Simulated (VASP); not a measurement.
Si3Ge:

```
Si Ge
1.0
     2.82773    0.00000    0.00000
    -1.41386    2.44889    0.00000
     0.00000    0.00000    9.17358
Si Ge
3 1
Direct
  0.66667 0.33333 0.26987
  0.66667 0.33333 0.73013
  0.33333 0.66667 0.50000
  0.33333 0.66667 0.00000
```

- Program: VASP 6.6.1
- Task: relaxation of cell and atoms
- Functional: PBE
- Potentials or basis: VASP PAW PBE potentials, release 64 (Si, Ge_d)
- Cutoff: 500 eV
- k mesh: 18 × 18 × 6
- Occupations: gaussian, width 0.1 eV
- Spin: no spin polarisation

At the start: pressure -0.0 GPa; volume 15.88 Å³/atom.

Q: How do energy, volume and symmetry change on relaxing?

A: Over 6 steps the energy falls by 4.1 meV/atom and the volume is 15.82 Å³/atom (-0.4 %); space group P-6m2 (No. 187, to 0.05 Å).

The path:
```
step  energy change (eV)  largest force (eV/Å)  pressure (GPa)  volume (Å³)
   1              0.0000                0.2169           -0.01        63.53
   2             -0.0140                0.0919           -0.17        63.51
   3             -0.0159                0.0325           -0.22        63.51
   4             -0.0161                0.0120           -0.23        63.50
   5             -0.0161                0.0076           -0.23        63.50
   6             -0.0162                0.0092            0.05        63.27
```

Final structure:
```
Si Ge
1.0
     2.80097    0.00000    0.00000
    -1.40048    2.42571    0.00000
     0.00000    0.00000    9.31195
Si Ge
3 1
Direct
  0.66667 0.33333 0.26801
  0.66667 0.33333 0.73199
  0.33333 0.66667 0.50000
  0.33333 0.66667 0.00000
```
